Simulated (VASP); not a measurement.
Set up this calculation in VASP 6.6.1, as the native input.

| Quantity | Value |
| --- | --- |
| Task | single point |
| Functional | PBEsol |
| Potentials or basis | VASP PAW PBE potentials, release 64 (P) |
| Cutoff | 520 eV |
| k mesh | 10 × 1 × 8 |
| Occupations | gaussian, width 0.05 eV |
| Spin | no spin polarisation |
| Dipole correction | no |
| Further INCAR settings | ALGO = Normal; EDIFF = 1e-06; NBANDS = 18 |

The structure of P lies in POSCAR:

```
P
1.0
    3.2307551065      0.0000000000      0.0000000000
    0.0000000000     34.2947224833      0.0000000000
    0.0000000000      0.0000000000      4.7852286295
P
4
Direct
    0.0000000000      0.9702614300      0.5921507200
    0.0000000000      0.0297385700      0.4078492800
    0.5000000000      0.0297385700      0.0921507200
    0.5000000000      0.9702614300      0.9078492800
```

This cell differs from its parent crystal: ratio of the length along z to the lengths across it x 1.05, volume and fractional coordinates fixed.

The input as run:

INCAR

```
SYSTEM = P
ALGO = Normal ; EDIFF = 1E-6
ENCUT = 520 ; GGA = PS
ISIF = 2 ; ISMEAR = 0
LASPH = .TRUE. ; LCHARG = .TRUE.
LELF = .TRUE. ; LREAL = .FALSE.
LVHAR = .TRUE. ; LWAVE = .FALSE.
NBANDS = 18 ; NELM = 80
PREC = Accurate ; SIGMA = 0.05
```

KPOINTS

```
k-points
0
G
  10 1 8
  0 0 0
```

Potentials or basis: VASP PAW PBE potentials, release 64 (P).

Run with:

```sh
$ cat potpaw_PBE.64/P/POTCAR > POTCAR
$ mpirun -np 1 vasp_std > vasp.out
```

It gave:

```json
{"Largest force": "0.333 eV/Å", "Band gap on the k mesh": "1.05 eV (least direct gap 1.16 eV)"}
```

Caveat: the PAW data sets were made with another functional, which shifts forces and pressure a little.

It took 3.5 min on 1 thread of Intel(R) Xeon(R) 6975P-C (Granite Rapids), on a shared host, peak memory 0.59 GiB.
